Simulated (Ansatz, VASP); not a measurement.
**V in VASP and in Ansatz**

```
V
1.0
    -1.46365    1.46365    1.46365
     1.46365   -1.46365    1.46365
     1.46365    1.46365   -1.46365
V
1
Direct
  0.00000 0.00000 0.00000
```

Alike in both runs: task single point; functional LDA; k mesh 22 × 22 × 22; occupations fermi-dirac, width 0.1 eV; no spin polarisation.

```csv
,VASP,Ansatz
version,VASP 6.6.1,Ansatz 0.2.0
potentials or method,"VASP PAW LDA potentials, release 64 (V_sv), cutoff 520 eV","plane waves (420 eV) with PAW, scalar-relativistic"
valence electrons in the cell,13,13
```

```tsv
	VASP	Ansatz	Ansatz less VASP
pressure (GPa)	0.5	0.0	-0.50
```

Ansatz warns that its potentials were made for another functional, while VASP's fit it. LDA's correlation is that of Perdew and Zunger in VASP and of Perdew and Wang (1992) in Ansatz.
